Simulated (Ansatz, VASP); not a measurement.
**One calculation of PbSe, two programs**

```
CELL_PARAMETERS angstrom
0.00000 2.97029 3.06215
2.97029 0.00000 3.06215
2.97029 2.97029 0.00000
ATOMIC_POSITIONS crystal
Pb 0.00000 0.00000 0.00000
Se 0.50000 0.50000 0.50000
```

Change from the starting cell: equal xx and yy strain of -3 %.

Alike in both runs: task single point; functional PBE; k mesh 9 × 9 × 9; occupations fermi-dirac, width 0.01 eV; no spin polarisation.

```csv
,VASP,Ansatz
version,VASP 6.6.1,Ansatz 0.2.0
potentials or method,"VASP PAW PBE potentials, release 64 (Pb_d, Se), cutoff 520 eV","all-electron LAPW, scalar-relativistic"
```

Ansatz gave:

* gap on the k mesh at the Fermi level (eV): 0.62
* pressure (GPa): 6.4
* traceless stress, the component that is largest in VASP (GPa): -3.21

Problem. Which values does VASP return?

Solution. gap on the k mesh at the Fermi level (eV): 0.62; pressure (GPa): 6.4; traceless stress, the component that is largest in VASP (GPa): -3.22.

Ansatz ran all-electron here, and VASP with PAW potentials.

Neither program's run includes spin-orbit coupling.
